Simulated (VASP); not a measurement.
# Cu (P6_3/mmc) in VASP: settings compared, part 2 of 2

VASP 6.6.1.

## Step 3: Single point, LDA

Contents of INCAR:

```
SYSTEM = Cu
PREC     = Accurate       ! precision mode
ENCUT    = 520            ! plane-wave cutoff, eV
EDIFF    = 1E-6           ! SCF threshold, eV
ISMEAR   = -1             ! smearing method
SIGMA    = 0.05           ! smearing width, eV
LREAL    = .FALSE.        ! projectors in reciprocal space
LASPH    = .TRUE.         ! aspherical terms in the spheres
NELM     = 80             ! most SCF steps
ALGO     = Normal         ! electronic algorithm
ISIF     = 2              ! what is computed and relaxed
LWAVE    = .FALSE.        ! write WAVECAR
LCHARG   = .TRUE.         ! write CHGCAR
LELF     = .TRUE.         ! ELF
LVHAR    = .TRUE.       
NBANDS   = 18             ! bands
```

Contents of KPOINTS:

```
regular mesh
0
G
  12 12 7
  0 0 0
```

Contents of POSCAR:

```
Cu
1.0
    2.5340966698      0.0000000000      0.0000000000
   -1.2670483349      2.1945920917      0.0000000000
    0.0000000000      0.0000000000      4.1125710000
Cu
2
Direct
    0.6666666667      0.3333333333      0.7500000000
    0.3333333333      0.6666666667      0.2500000000
```

Potentials or basis: VASP PAW LDA potentials, release 64 (Cu).

Started as:

```sh
$ cat potpaw_LDA.64/Cu/POTCAR > POTCAR
$ mpirun -np 1 vasp_std > vasp.out
```

OUTCAR:

```text
SYSTEM = Cu
   PREC = Accurate
   ENCUT = 520
   EDIFF = 1E-6
   ISMEAR = -1
   LREAL = .FALSE.
   LASPH = .TRUE.
   NELM = 80
   ISIF = 2

 ion  position               nearest neighbor table
   1  0.667  0.333  0.750-   2 2.52   2 2.52   2 2.52   2 2.52   2 2.52   2 2.52
   2  0.333  0.667  0.250-   1 2.52   1 2.52   1 2.52   1 2.52   1 2.52   1 2.52

  LATTYP: Found a hexagonal cell.
 ALAT       =     2.5340966698
 C/A-ratio  =     1.6228942838

  Lattice vectors:

 A1 = (   2.5340966698,   0.0000000000,   0.0000000000)
 A2 = (  -1.2670483349,   2.1945920917,   0.0000000000)
 A3 = (   0.0000000000,   0.0000000000,   4.1125710000)

Analysis of symmetry for initial positions (statically):
=====================================================================
 Subroutine PRICEL returns:
 Original cell was already a primitive cell.

 Routine SETGRP: Setting up the symmetry group for a
 hexagonal supercell.

 Subroutine GETGRP returns: Found 24 space group operations
 (whereof 12 operations were pure point group operations)
 out of a pool of 24 trial point group operations.

The static configuration has the point symmetry D_3d.
 The point group associated with its full space group is D_6h.

Analysis of symmetry for dynamics (positions and initial velocities):
=====================================================================
 Subroutine PRICEL returns:
 Original cell was already a primitive cell.

 Routine SETGRP: Setting up the symmetry group for a
 hexagonal supercell.

 Subroutine GETGRP returns: Found 24 space group operations
 (whereof 12 operations were pure point group operations)
 out of a pool of 24 trial point group operations.

The dynamic configuration has the point symmetry D_3d.
 The point group associated with its full space group is D_6h.

 Subroutine INISYM returns: Found 24 space group operations
 (whereof 12 operations are pure point group operations),
 and found     1 'primitive' translations

----------------------------------------------------------------------------------------

                                     Primitive cell

  volume of cell :      22.8713

  direct lattice vectors                    reciprocal lattice vectors
     2.534096670  0.000000000  0.000000000     0.394617937  0.227832772  0.000000000
    -1.267048335  2.194592092  0.000000000     0.000000000  0.455665544  0.000000000
     0.000000000  0.000000000  4.112571000     0.000000000  0.000000000  0.243156896

  length of vectors
     2.534096670  2.534096670  4.112571000     0.455665544  0.455665544  0.243156896

  position of ions in fractional coordinates (direct lattice)
     0.666666667  0.333333333  0.750000000
     0.333333333  0.666666667  0.250000000

  ion indices of the primitive-cell ions
   primitive index   ion index
                 1           1
                 2           2

----------------------------------------------------------------------------------------

 KPOINTS: regular mesh

Automatic generation of k-mesh.
 Grid dimensions read from file:
 generate k-points for:   12   12    7

 Generating k-lattice:

  Cartesian coordinates                     Fractional coordinates (reciprocal lattice)
     0.032884828  0.018986064  0.000000000     0.083333333 -0.000000000  0.000000000
     0.000000000  0.037972129  0.000000000     0.000000000  0.083333333  0.000000000
     0.000000000  0.000000000  0.034736699     0.000000000  0.000000000  0.142857143

  Length of vectors
     0.037972129  0.037972129  0.034736699

  Shift w.r.t. Gamma in fractional coordinates (k-lattice)
     0.000000000  0.000000000  0.000000000

 Subroutine IBZKPT returns following result:
 ===========================================

 Found     76 irreducible k-points:

 Following reciprocal coordinates:
            Coordinates               Weight
  0.000000  0.000000  0.000000      1.000000
  0.083333  0.000000  0.000000      6.000000
  0.166667  0.000000  0.000000      6.000000
  0.250000 -0.000000  0.000000      6.000000
  0.333333 -0.000000  0.000000      6.000000
  0.416667 -0.000000  0.000000      6.000000
[... 16 lines left out ...]
  0.250000 -0.000000  0.142857     12.000000
  0.333333 -0.000000  0.142857     12.000000
 [... further k-points ...]
   k-points           NKPTS =     76   k-points in BZ     NKDIM =     76   number of bands    NBANDS=     18
   number of dos      NEDOS =    301   number of ions     NIONS =      2
   total plane-waves  NPLWV =  12800
   dimension x,y,z NGX =    20 NGY =   20 NGZ =   32
   dimension x,y,z NGXF=    40 NGYF=   40 NGZF=   64
   ions per type =               2
   NGX,Y,Z   is equivalent  to a cutoff of  13.12, 13.12, 12.94 a.u.
   NGXF,Y,Z  is equivalent  to a cutoff of  26.24, 26.24, 25.87 a.u.
 SYSTEM =  Cu
   PREC   = accura    normal or accurate (medium, high low for compatibility)
   ISTART =      0    job   : 0-new  1-cont  2-samecut
   ICHARG =      2    charge: 1-file 2-atom 10-const
   ISPIN  =      1    spin polarized calculation?
   LNONCOLLINEAR =      F non collinear calculations
   LSORBIT =      F    spin-orbit coupling
   LASPH  =      T    aspherical Exc in radial PAW
   ENCUT  =  520.0 eV  38.22 Ry    6.18 a.u.   4.71  4.71  7.65*2*pi/ulx,y,z
   NELM   =     80;   NELMIN=  2; NELMDL= -5     # of ELM steps
   EDIFF  = 0.1E-05   stopping-criterion for ELM
   LREAL  =      F    real-space projection
   EDIFFG = 0.1E-04   stopping-criterion for IOM
   NSW    =      0    number of steps for IOM
   IBRION =     -1    ionic relax: 0-MD 1-quasi-New 2-CG
   NFREE  =      0    steps in history (QN), initial steepest desc. (CG)
   ISIF   =      2    stress and relaxation
   ISYM   =      2    0-nonsym 1-usesym 2-fastsym
   POTIM  = 0.5000    time-step for ionic-motion
   TEBEG  =    0.0;   TEEND  =   0.0 temperature during run
   PSTRESS=    0.0 pullay stress
   NELECT =      22.0000    total number of electrons
   NUPDOWN=      -1.0000    fix difference up-down
   EMIN   =  10.00;   EMAX   =-10.00  energy-range for DOS
   EFERMI =   0.00;   METHOD = LEGACY
   ISMEAR =    -1;   SIGMA  =   0.05  broadening in eV -4-tet -1-fermi 0-gaus
   EFERMI_NEDOS =   21; number of points for ismear=-14 and -15
   IALGO  =     38    algorithm
   IMIX   =      4    mixing-type and parameters
     AMIX     =   0.40;   BMIX     =  1.00
     AMIX_MAG =   1.60;   BMIX_MAG =  1.00
  volume/ion in A,a.u.               =      11.44        77.17
  Fermi-wavevector in a.u.,A,eV,Ry     =   1.616041  3.053874 35.532800  2.611587
  Thomas-Fermi vector in A             =   2.710691
   LORBIT       =      0    0 simple, 1 ext, 2 COOP (PROOUT), +10 PAW based schemes
   GGA     = CA    functional components
   LHFCALC =     F    Hartree Fock is set to
   AEXX    =    0.0000 exact exchange contribution
   IVDW    =     0    specifies the selected vdW correction
   LEPSILON=     F    determine dielectric tensor
   LRPA    =     F    only Hartree local field effects (RPA)
 non-spin polarized calculation
  energy-cutoff  :      520.00
  volume of cell :       22.87
 maximum number of plane-waves:       634
 NGX is ok and might be reduce to    20
   NGX =  9   NGY =  9   NGZ = 15

 number of electron      21.9999979 magnetization

 Free energy of the ion-electron system (eV)
  ---------------------------------------------------
  ext. energy  EPLUGINS =         0.00000000
  ---------------------------------------------------
  free energy    TOTEN  =        -9.36244937 eV

  energy without entropy =       -9.35451494  energy(sigma->0) =       -9.35848216

 E-fermi :   7.6991     XC(G=0): -13.2913

 val. band max:        7.6908494114   @ k =   0.0833   0.0833   0.1429
 cond. band min:       7.7158601503   @ k =   0.2500   0.2500   0.2857
 fundamental gap:      0.0250107388
 Fermi energy:         7.6990972649

 k-point     1 :       0.0000    0.0000    0.0000
  band No.  band energies     occupation
      1      -1.8474      2.00000
      2       2.4586      2.00000
      3       4.5967      2.00000
      4       4.6456      2.00000
      5       4.6456      2.00000
      6       4.8696      2.00000
[... 10 lines left out ...]
     17      31.4751      0.00000
     18      31.4752      0.00000

 k-point     2 :       0.0833    0.0000    0.0000
  band No.  band energies     occupation
      1      -1.6189      2.00000
      2       2.5894      2.00000
      3       4.4604      2.00000
      4       4.7307      2.00000
      5       4.7567      2.00000
      6       4.8335      2.00000
[... 10 lines left out ...]
     17      32.5318      0.00000
     18      32.6563      0.00000
[... 442 lines left out ...]
 k-point    24 :       0.3333   -0.0000    0.1429
  band No.  band energies     occupation
      1       1.4646      2.00000
      2       3.2256      2.00000
      3       3.5147      2.00000
      4       4.1086      2.00000
      5       4.6468      2.00000
      6       4.7221      2.00000
[... 10 lines left out ...]
     17      25.4774      0.00000
     18      27.7110      0.00000

 [... further k-points ...]
[... 5 lines left out ...]
  --------------------------------------------------------------------------------------
  -------------------------------------------------------------------------------------
  Total       -1.0110144     -1.0110144     -0.9916752      0.0000000     -0.0000000      0.0000000
  in kB      -70.8235257    -70.8235257    -69.4687758      0.0000000     -0.0000000      0.0000000
  external PRESSURE =     -70.3719424 kB  Pullay stress =       0.0000000 kB

 VOLUME and BASIS-vectors are now :
 -----------------------------------------------------------------------------
  energy-cutoff  :      520.00
  volume of cell :       22.87
      direct lattice vectors                 reciprocal lattice vectors
     2.534096670  0.000000000  0.000000000     0.394617937  0.227832772  0.000000000
    -1.267048335  2.194592092  0.000000000     0.000000000  0.455665544  0.000000000
     0.000000000  0.000000000  4.112571000     0.000000000  0.000000000  0.243156896

 POSITION                                       TOTAL-FORCE (eV/Angst)
 -----------------------------------------------------------------------------------
      1.26705      0.73153      3.08443        -0.000000      0.000000      0.000000
     -0.00000      1.46306      1.02814         0.000000     -0.000000      0.000000
 -----------------------------------------------------------------------------------
    total drift:                               -0.000000      0.000000     -0.000000

  FREE ENERGIE OF THE ION-ELECTRON SYSTEM (eV)
  ---------------------------------------------------
  free  energy   TOTEN  =        -9.3624493720 eV

  energy  without entropy=       -9.3545149439  energy(sigma->0) =       -9.35848216
```

It took 45 s on 1 thread of AMD EPYC 7R13, shared host; peak memory 0.11 GiB.

What came out:

- Free energy: -9.3624 eV
- Pressure: -7.0 GPa
- Band gap on the k mesh: zero (band 11 reaches 11.78 eV, above the bottom of band 12 at 5.79 eV)

Stress tensor (GPa, compression positive):
```
-7.08  0.00  0.00
 0.00 -7.08  0.00
 0.00  0.00 -6.95
```

Levels at points of the mesh, in eV from the Fermi level:
| k point | band 9 | band 10 | band 11 | band 12 | band 13 | band 14 |
| --- | --- | --- | --- | --- | --- | --- |
| (0.00, 0.00, 0.00) | -2.55 | -1.75 | -1.75 | -0.97 | 4.02 | 21.69 |
| (0.50, 0.00, 0.00) | -1.59 | -1.55 | 0.03 | 1.63 | 7.96 | 8.36 |

## Step 4: Single point, PBEsol

Contents of INCAR:

```
SYSTEM = Cu
PREC = Accurate ; ENCUT = 520
EDIFF = 1E-6 ; ISMEAR = -1
SIGMA = 0.05 ; LREAL = .FALSE.
LASPH = .TRUE. ; NELM = 60
ALGO = Normal ; ISIF = 2
LWAVE = .FALSE. ; LCHARG = .FALSE.
GGA = PS ; NBANDS = 18
```

Contents of KPOINTS:

```
Automatic mesh
0
G
  12 12 7
  0 0 0
```

POSCAR is that of step 3.

Potentials or basis: VASP PAW PBE potentials, release 64 (Cu).

Started as:

```sh
$ cat potpaw_PBE.64/Cu/POTCAR > POTCAR
$ mpirun -np 1 vasp_std > vasp.out
```

Wall time 41 s (1 thread of AMD EPYC 7R13, shared host); peak memory 0.12 GiB.

The run converged. Its results:

```yaml
Free_energy: -8.5871 eV
Pressure: -0.7 GPa
Band_gap_on_the_k_mesh: zero (band 11 reaches 11.82 eV, above the bottom of band 12 at 5.89 eV)
```

Stress tensor (GPa, compression positive):
```
-0.84  0.00  0.00
 0.00 -0.84  0.00
 0.00  0.00 -0.50
```

Levels at points of the mesh, in eV from the Fermi level:
| k point | band 9 | band 10 | band 11 | band 12 | band 13 | band 14 |
| --- | --- | --- | --- | --- | --- | --- |
| (0.00, 0.00, 0.00) | -2.51 | -1.70 | -1.70 | -1.02 | 4.04 | 21.57 |
| (0.50, 0.00, 0.00) | -1.55 | -1.51 | 0.03 | 1.64 | 7.95 | 8.38 |

Caveat: the PAW data sets were made with another functional, which shifts forces and pressure a little.

## Step 5: Single point, PBE

This run uses another cell than the first one, of 11.99 Å³/atom, 1.048 times its volume.

Contents of INCAR:

```
SYSTEM = Cu
ALGO = Normal ; EDIFF = 1E-6
ENCUT = 520 ; GGA = PE
ISIF = 2 ; ISMEAR = -1
LASPH = .True. ; LCHARG = .False.
LREAL = .False. ; LWAVE = .False.
NBANDS = 18 ; NELM = 60
PREC = Accurate ; SIGMA = 0.05
```

Contents of KPOINTS:

```
k-points
0
Gamma
  12 12 7
  0 0 0
```

Contents of POSCAR:

```
Cu
1.0
    2.5733529247      0.0000000000      0.0000000000
   -1.2866764624      2.2285890057      0.0000000000
    0.0000000000      0.0000000000      4.1803734818
Cu
2
Direct
    0.6666666667      0.3333333333      0.7500000000
    0.3333333333      0.6666666667      0.2500000000
```

Started as:

```sh
$ cat potpaw_PBE.64/Cu/POTCAR > POTCAR
$ mpirun -np 1 vasp_std > vasp.out
```

It took 39 s on 1 thread of AMD EPYC 7R13, shared host; peak memory 0.12 GiB.

Results (log left out):

* Free energy: -7.4286 eV
* Pressure: 0.7 GPa
* Band gap on the k mesh: zero (band 11 reaches 11.34 eV, above the bottom of band 12 at 5.54 eV)

Stress tensor (GPa, compression positive):
```
0.71 0.00 0.00
0.00 0.71 0.00
0.00 0.00 0.57
```

Levels at points of the mesh, in eV from the Fermi level:
```
           k point  band 9  band 10  band 11  band 12  band 13  band 14
(0.00, 0.00, 0.00)   -2.42    -1.67    -1.67    -0.87     3.80    21.20
(0.50, 0.00, 0.00)   -1.53    -1.49     0.04     1.55     7.75     8.12
```

## Step 6: Overview

```csv
level,potentials or basis,cell,smearing,gap on the mesh (eV),pressure (GPa)
PBE,"VASP PAW PBE potentials, release 64 (Cu)","a = 2.534, b = 2.534, c = 4.113 Å, angles 90.0, 90.0, 120.0°, 2 atoms",gaussian 0.011 eV,none,8.3
LDA,"VASP PAW LDA potentials, release 64 (Cu)","a = 2.534, b = 2.534, c = 4.113 Å, angles 90.0, 90.0, 120.0°, 2 atoms",fermi-dirac 0.05 eV,none,-7.0
PBEsol,"VASP PAW PBE potentials, release 64 (Cu)","a = 2.534, b = 2.534, c = 4.113 Å, angles 90.0, 90.0, 120.0°, 2 atoms",fermi-dirac 0.05 eV,none,-0.7
PBE,"VASP PAW PBE potentials, release 64 (Cu)","a = 2.573, b = 2.573, c = 4.180 Å, angles 90.0, 90.0, 120.0°, 2 atoms",fermi-dirac 0.05 eV,none,0.7
```

Alike in all rows: task single point; no spin polarisation; k mesh 12 × 12 × 7; cutoff (eV) 520.

Caveats: the PAW data sets were made with another functional, which shifts forces and pressure a little (some runs).

Total energies depend on the potentials used, so only differences within one code and one set of settings carry meaning.
